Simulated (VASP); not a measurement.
# HfSi2B4 in VASP: single point with PBE

Aim: the single point of HfSi2B4 with PBE.

Program: VASP 6.6.1. These are calculated values, not measurements. Logs are shortened: lines on timing, memory, paths and dates and some standing lists are left out, and cuts for length are marked.

**1. The cell of the first run**

The typed cell holds 7 atoms: a = 3.181 Å, b = 4.676 Å, c = 5.221 Å, α = 92.55°, β = 90.01°, γ = 90.00°.

**2. Single point, PBE**

File INCAR:

```
PREC     = Accurate       # precision mode
ENCUT    = 520            # plane-wave cutoff, eV
EDIFF    = 1E-7           # SCF threshold, eV
ISMEAR   = 0              # smearing method
SIGMA    = 0.2            # smearing width, eV
LREAL    = F              # projectors in reciprocal space
LASPH    = T              # aspherical terms in the spheres
NELM     = 80             # most SCF steps
ALGO     = Normal         # electronic algorithm
ISIF     = 2              # what is computed and relaxed
LWAVE    = F              # write WAVECAR
LCHARG   = T              # write CHGCAR
GGA      = PE             # functional
LELF     = T              # ELF
LVHAR    = T            
NBANDS   = 24             # bands
```

File KPOINTS:

```
regular mesh
0
Gamma
  6 6 4
```

File POSCAR:

```
HfSi2B4
1.0
    3.1813332953      0.0001915904     -0.0002674809
   -0.0004122608      4.6748010258     -0.1048218062
   -0.0002880869     -0.1155968286      5.2196572389
Hf Si B
1 2 4
Direct
    0.4999983104      1.0000113975      0.0000015762
    0.4999457292      0.4823811685      0.7367403149
    0.5000454146      0.5176325846      0.2632793831
   -0.0000873486      0.7768944774      0.6883920344
    1.0000969225      0.8708375445      0.3670733379
    0.0000773145      0.2230995420      0.3116055865
   -0.0000763426      0.1291432855      0.6329077671
```

Potentials or basis: VASP PAW PBE potentials, release 64 (Hf_pv, Si, B).

On the command line:

```sh
$ cat potpaw_PBE.64/Hf_pv/POTCAR potpaw_PBE.64/Si/POTCAR potpaw_PBE.64/B/POTCAR > POTCAR
$ mpirun -np 1 vasp_std > vasp.out
```

OUTCAR:

```text
PREC = Accurate
   ENCUT = 520
   EDIFF = 1E-7
   ISMEAR = 0
   LREAL = F
   LASPH = T
   NELM = 80
   ISIF = 2
   GGA = PE

 ion  position               nearest neighbor table
   1  0.500  0.000  0.000-   6 2.47   6 2.47   4 2.47   4 2.47   5 2.58   7 2.58   5 2.58   7 2.58
                             2 2.69   3 2.69   2 2.73   3 2.73
   2  0.500  0.482  0.737-   4 2.13   4 2.13   7 2.34   7 2.34   3 2.48   1 2.69   1 2.73   3 2.75

   3  0.500  0.518  0.263-   6 2.13   6 2.13   5 2.34   5 2.34   2 2.48   1 2.69   1 2.73   2 2.75

   4  1.000  0.777  0.688-   7 1.69   5 1.75   2 2.13   2 2.13   1 2.47   1 2.47
   5  0.000  0.871  0.367-   6 1.69   4 1.75   7 1.80   3 2.34   3 2.34   1 2.58   1 2.58
   6  0.000  0.223  0.312-   5 1.69   7 1.75   3 2.13   3 2.13   1 2.47   1 2.47
   7  1.000  0.129  0.633-   4 1.69   6 1.75   5 1.80   2 2.34   2 2.34   1 2.58   1 2.58

  LATTYP: Found a triclinic cell.
 ALAT       =     6.1134602667
 B/A-ratio  =     0.5203817762
 C/A-ratio  =     0.7648657042
 COS(alpha) =     0.0000260728
 COS(beta)  =     0.0380570493
 COS(gamma) =     0.5202617283

  Lattice vectors:

 A1 = (  -3.1810452084,   0.1154052382,  -5.2193897580)
 A2 = (  -3.1813332953,  -0.0001915904,   0.0002674809)
 A3 = (  -0.0004122608,   4.6748010258,  -0.1048218062)

Analysis of symmetry for initial positions (statically):
=====================================================================
 Subroutine PRICEL returns:
 Original cell was already a primitive cell.

 Routine SETGRP: Setting up the symmetry group for a
 triclinic supercell.

 Subroutine GETGRP returns: Found  1 space group operations
 (whereof  1 operations were pure point group operations)
 out of a pool of  2 trial point group operations.

The static configuration has the point symmetry C_1 .

Analysis of symmetry for dynamics (positions and initial velocities):
=====================================================================
 Subroutine PRICEL returns:
 Original cell was already a primitive cell.

 Routine SETGRP: Setting up the symmetry group for a
 triclinic supercell.

 Subroutine GETGRP returns: Found  1 space group operations
 (whereof  1 operations were pure point group operations)
 out of a pool of  2 trial point group operations.

The dynamic configuration has the point symmetry C_1 .

 Subroutine INISYM returns: Found  1 space group operations
 (whereof  1 operations are pure point group operations),
[... 109 lines left out ...]
   NSW    =      0    number of steps for IOM
   IBRION =     -1    ionic relax: 0-MD 1-quasi-New 2-CG
   NFREE  =      0    steps in history (QN), initial steepest desc. (CG)
   ISIF   =      2    stress and relaxation
   ISYM   =      2    0-nonsym 1-usesym 2-fastsym
   POTIM  = 0.5000    time-step for ionic-motion
   TEBEG  =    0.0;   TEEND  =   0.0 temperature during run
   PSTRESS=    0.0 pullay stress
   NELECT =      30.0000    total number of electrons
   NUPDOWN=      -1.0000    fix difference up-down
   EMIN   =  10.00;   EMAX   =-10.00  energy-range for DOS
   EFERMI =   0.00;   METHOD = LEGACY
   ISMEAR =     0;   SIGMA  =   0.20  broadening in eV -4-tet -1-fermi 0-gaus
   EFERMI_NEDOS =   21; number of points for ismear=-14 and -15
   IALGO  =     38    algorithm
   IMIX   =      4    mixing-type and parameters
     AMIX     =   0.40;   BMIX     =  1.00
     AMIX_MAG =   1.60;   BMIX_MAG =  1.00
  volume/ion in A,a.u.               =      11.08        74.80
  Fermi-wavevector in a.u.,A,eV,Ry     =   1.192657  2.253796 19.353360  1.422432
  Thomas-Fermi vector in A             =   2.328690
   LORBIT       =      0    0 simple, 1 ext, 2 COOP (PROOUT), +10 PAW based schemes
   GGA     = PE    functional components
   LHFCALC =     F    Hartree Fock is set to
   AEXX    =    0.0000 exact exchange contribution
   IVDW    =     0    specifies the selected vdW correction
   LEPSILON=     F    determine dielectric tensor
   LRPA    =     F    only Hartree local field effects (RPA)
 non-spin polarized calculation
 Gauss-broadening in eV      SIGMA  =   0.20
  energy-cutoff  :      520.00
  volume of cell :       77.59
 maximum number of plane-waves:      2116
   NGX = 11   NGY = 17   NGZ = 19

 number of electron      30.0000000 magnetization

 Free energy of the ion-electron system (eV)
  ---------------------------------------------------
  ext. energy  EPLUGINS =         0.00000000
  ---------------------------------------------------
  free energy    TOTEN  =       -47.32735129 eV

  energy without entropy =      -47.28058370  energy(sigma->0) =      -47.30396749

 E-fermi :   7.3077     XC(G=0): -11.5327

 val. band max:        7.2831075439   @ k =   0.1667  -0.0000   0.0000
 cond. band min:       7.3165726117   @ k =   0.0000   0.5000   0.2500
 fundamental gap:      0.0334650678
 Fermi energy:         7.3077416361

 k-point     1 :       0.0000    0.0000    0.0000
  band No.  band energies     occupation
      1     -23.1002      2.00000
      2     -23.0346      2.00000
      3     -22.8036      2.00000
      4      -6.5824      2.00000
      5      -2.2306      2.00000
      6      -1.6503      2.00000
[... 637 lines left out ...]
     23      14.0011      0.00000
     24      14.3998      0.00000

 [... further k-points ...]

------------------------ aborting loop because EDIFF is reached ----------------------------------------

  FORCE on cell =-STRESS in cart. coord.  units (eV):
  Direction    XX          YY          ZZ          XY          YZ          ZX
  --------------------------------------------------------------------------------------
  -------------------------------------------------------------------------------------
  Total       -0.0121948      0.0094726      0.0320940      0.0005057     -0.0789819      0.0062272
  in kB       -0.2518178      0.1956051      0.6627282      0.0104420     -1.6309465      0.1285895
  external PRESSURE =       0.2021718 kB  Pullay stress =       0.0000000 kB

 VOLUME and BASIS-vectors are now :
 -----------------------------------------------------------------------------
  energy-cutoff  :      520.00
  volume of cell :       77.59
      direct lattice vectors                 reciprocal lattice vectors
     3.181333295  0.000191590 -0.000267481     0.314333616  0.000028123  0.000017972
    -0.000412261  4.674801026 -0.104821806    -0.000012490  0.214019125  0.004739761
    -0.000288087 -0.115596829  5.219657239     0.000015857  0.004297960  0.191678647

 POSITION                                       TOTAL-FORCE (eV/Angst)
 -----------------------------------------------------------------------------------
      1.59066      0.00015     -0.00013        -0.000027     -0.000343      0.000050
      1.59008      2.16997      3.79483        -0.000523      0.011359     -0.001136
      1.59052      2.38949      1.31984         0.000538     -0.011402      0.000764
      3.18054      3.55244      3.51147         0.000402     -0.018600      0.010744
     -0.00016      4.02856      1.82471        -0.000686     -0.008049     -0.006928
      0.00006      1.00693      1.60309        -0.000106      0.018591     -0.010718
      3.18085      0.53075      3.28976         0.000402      0.008445      0.007224
 -----------------------------------------------------------------------------------
    total drift:                                0.000000     -0.000001      0.000001

  FREE ENERGIE OF THE ION-ELECTRON SYSTEM (eV)
  ---------------------------------------------------
  free  energy   TOTEN  =       -47.3273512939 eV

  energy  without entropy=      -47.2805836956  energy(sigma->0) =      -47.30396749
```

stdout:

```text
POSCAR found type information on POSCAR HfSiB
 POSCAR found :  3 types and       7 ions
 scaLAPACK will be used
 LDA part: xc-table for (Slater+PW92), standard interpolation
 POSCAR, INCAR and KPOINTS ok, starting setup
 FFT: planning ... GRIDC
 FFT: planning ... GRID_SOFT
 FFT: planning ... GRID
 WAVECAR not read
 entering main loop
```

It took 1.7 min on 1 thread of AMD EPYC 7R43 (Zen 3), shared host; peak memory 0.23 GiB.

What came out:

| Property | Result |
| --- | --- |
| Free energy | -47.3274 eV |
| Pressure | 0.0 GPa |
| Largest force | 0.021 eV/Å |
| Band gap on the k mesh | zero (bands 15 and 16 overlap by 1.88 eV) |

Forces on the atoms (eV/Å):
```
Hf   0.000  0.000  0.000
Si  -0.001  0.011 -0.001
Si   0.001 -0.011  0.001
B    0.000 -0.019  0.011
B   -0.001 -0.008 -0.007
B    0.000  0.019 -0.011
B    0.000  0.008  0.007
```

Levels at points of the mesh, in eV from the Fermi level:
```
           k point  band 13  band 14  band 15  band 16  band 17  band 18
(0.00, 0.00, 0.00)    -0.82    -0.53     0.19     1.41     2.53     3.77
(0.50, 0.00, 0.00)    -3.50    -3.04    -1.94    -1.31    -0.85     3.54
(0.00, 0.50, 0.00)    -1.24     0.30     0.56     1.08     1.36     1.88
(0.50, 0.50, 0.00)    -3.05    -2.35    -1.05    -0.49     0.34     4.16
(0.00, 0.00, 0.50)    -1.49     0.34     0.46     1.75     1.88     3.06
(0.50, 0.00, 0.50)    -3.17    -1.98    -1.94    -0.77     1.90     2.11
(0.00, 0.50, 0.50)    -0.87    -0.66    -0.42     0.23     0.34     2.55
(0.50, 0.50, 0.50)    -1.56    -1.00    -0.30     0.59     1.35     1.35
```

Caveat: spin-orbit coupling is left out, which moves the levels of the heavy elements.
